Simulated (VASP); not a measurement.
Here is a VASP 6.6.1 calculation.

INCAR

```
SYSTEM = Al
  PREC = Accurate
  ENCUT = 520
  EDIFF = 1E-6
  ISMEAR = 0
  SIGMA = 0.15
  LREAL = .FALSE.
  LASPH = .TRUE.
  NELM = 100
  ALGO = Normal
  ISIF = 2
  LWAVE = .FALSE.
  LCHARG = .TRUE.
  GGA = PE
  IVDW = 12
  LELF = .TRUE.
  LVHAR = .TRUE.
  NBANDS = 8
```

Contents of KPOINTS:

```
regular mesh
0
G
  26 26 26
  0 0 0
```

Contents of POSCAR:

```
Al
1.0
    0.0000000000      1.9913628292      1.7922265463
    1.9913628292      0.0000000000      1.7922265463
    1.9913628292      1.9913628292      0.0000000000
Al
1
Direct
    0.0000000000      0.0000000000      0.0000000000
```

Potentials or basis: VASP PAW PBE potentials, release 64 (Al).

Run with:

```console
$ cat potpaw_PBE.64/Al/POTCAR > POTCAR
$ mpirun -np 1 vasp_std > vasp.out
```

**Question.** Predict the dispersion energy per atom.

**Answer.** -0.393 eV.

**Question.** Estimate the pressure.

**Answer.** 12.3 GPa.

Stress tensor (GPa, compression positive):
```
 9.46  0.00  0.00
 0.00  9.46  0.00
 0.00  0.00 17.90
```

Caveat: the cell differs from its parent crystal (strain -0.1000 x Voigt [0, 0, 1, 0, 0, 0]); pairwise dispersion overbinds metals, which lowers pressure and volume.
